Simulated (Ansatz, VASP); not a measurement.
**Ge: VASP beside Ansatz**

The input INCAR:

```
SYSTEM = Ge
PREC     = Accurate       ! precision mode
ENCUT    = 520            ! plane-wave cutoff, eV
EDIFF    = 1E-7           ! SCF threshold, eV
ISMEAR   = -1             ! smearing method
SIGMA    = 0.05           ! smearing width, eV
LREAL    = .FALSE.        ! projectors in reciprocal space
LASPH    = .TRUE.         ! aspherical terms in the spheres
NELM     = 100            ! most SCF steps
ALGO     = Normal         ! electronic algorithm
ISIF     = 2              ! what is computed and relaxed
LWAVE    = .FALSE.        ! write WAVECAR
LCHARG   = .TRUE.         ! write CHGCAR
GGA      = RP             ! functional
IVDW     = 13             ! dispersion correction
LELF     = .TRUE.         ! ELF
LVHAR    = .TRUE.       
NBANDS   = 21             ! bands
```

File KPOINTS:

```
Automatic mesh
0
G
  8 8 8
  0 0 0
```

Contents of POSCAR:

```
Ge
1.0
    0.0000000000      2.8289100000      2.8289100000
    2.8289100000      0.0000000000      2.8289100000
    2.8289100000      2.8289100000      0.0000000000
Ge
2
Direct
    0.7500000000      0.7500000000      0.7500000000
    0.5000000000      0.5000000000      0.5000000000
```

Contents of input.yaml:

```yaml
crystal:
  lattice:
    - [0.0, 2.82891, 2.82891]
    - [2.82891, 0.0, 2.82891]
    - [2.82891, 2.82891, 0.0]
  atoms:
    - { symbol: Ge, position: [0.75, 0.75, 0.75] }
    - { symbol: Ge, position: [0.5, 0.5, 0.5] }
hamiltonian:
  xc: rpbe
  pseudopotentials: { kind: paw }
  dispersion: d4
kpoints:
  mp_grid: { grid: [8, 8, 8] }
scf:
  occupations: { method: fermi_dirac, width: 0.05 }
output:
  forces: true
  stress: true
  eigenvalues: true
  write_density: true
  write_potential: true
  elf: true
  volumetric_format: npy
```

Alike in both runs: task single point; functional RPBE; dispersion D4; k mesh 8 × 8 × 8; occupations fermi-dirac, width 0.05 eV; no spin polarisation.

|  | VASP | Ansatz |
| --- | --- | --- |
| version | VASP 6.6.1 | Ansatz 0.2.0 |
| potentials or method | VASP PAW PBE potentials, release 64 (Ge_d) | Ansatz PAW |
| plane-wave cutoff (eV) | 520 | 420 |
| valence electrons in the cell | 28 | 28 |

```csv
,VASP,Ansatz,Ansatz less VASP
gap on the k mesh at the Fermi level (eV),0.15,0.14,-0.014
least direct gap on the mesh (eV),0.15,0.14,-0.014
pressure (GPa),0.3,0.5,+0.19
```

VASP's potentials were made for PBE, not for RPBE.
